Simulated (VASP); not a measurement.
Wanted: the native input for a VASP 6.6.1 run.

```
Task                   : relaxation of cell and atoms
Functional             : PBE
Potentials or basis    : VASP PAW PBE potentials, release 64 (In_d, B, As)
Cutoff                 : 600 eV
k mesh                 : 6 × 6 × 4
Occupations            : gaussian, width 0.1 eV
Spin                   : no spin polarisation
Dipole correction      : no
Further INCAR settings : ALGO = Normal; EDIFF = 1e-07; IBRION = 2; EDIFFG = -0.04; NSW = 90; ISIF = 3
```

The structure of In3B2As lies in POSCAR:

```
In3B2As
1.0
    5.6168027400      0.0000000000      0.0000000000
   -2.8084013700      4.8642938600      0.0000000000
    0.0000000000      0.0000000000      4.0174014500
In B As
3 2 1
Direct
    0.5000000000      0.0000000000      0.5000000000
    0.0000000000      0.5000000000      0.5000000000
    0.5000000000      0.5000000000      0.5000000000
    0.3333333300      0.6666666700      0.0000000000
    0.6666666700      0.3333333300      0.0000000000
    0.0000000000      0.0000000000      0.0000000000
```

One way to write it, as run:

INCAR

```
PREC = Accurate ; ENCUT = 600
EDIFF = 1E-7 ; ISMEAR = 0
SIGMA = 0.1 ; LREAL = F
LASPH = T ; NELM = 80
ALGO = Normal ; ISIF = 3
LWAVE = F ; LCHARG = F
GGA = PE ; IBRION = 2
NSW = 90 ; EDIFFG = -0.04
```

KPOINTS

```
Automatic mesh
0
Gamma
  6 6 4
```

Potentials or basis: VASP PAW PBE potentials, release 64 (In_d, B, As).

Run with:

```sh
$ cat potpaw_PBE.64/In_d/POTCAR potpaw_PBE.64/B/POTCAR potpaw_PBE.64/As/POTCAR > POTCAR
$ mpirun -np 1 vasp_std > vasp.out
```

Results of the run:

```yaml
Relaxed_volume: 20.06 Å³/atom
Relaxed_cell: a = 6.530 Å, b = 6.530 Å, c = 3.259 Å, α = 90.00°, β = 90.00°, γ = 120.00°
Space_group_after_relaxing_to_0.05_Å: P6/mmm (No. 191)
Energy_gained_by_relaxing: 392.0 meV/atom
Ionic_steps: 9
Pressure_after_relaxing: -0.2 GPa
Band_gap_on_the_k_mesh: zero (band 25 reaches 7.35 eV, above the bottom of band 26 at 5.32 eV)
```

Caveat: the k points lie up to 0.48 Å⁻¹ apart in the final cell; spin-orbit coupling is left out, which moves the levels of the heavy elements.

Wall time 5.4 min on 1 thread of Intel(R) Xeon(R) 6975P-C (Granite Rapids), with other jobs on the host, peak memory 0.31 GiB.
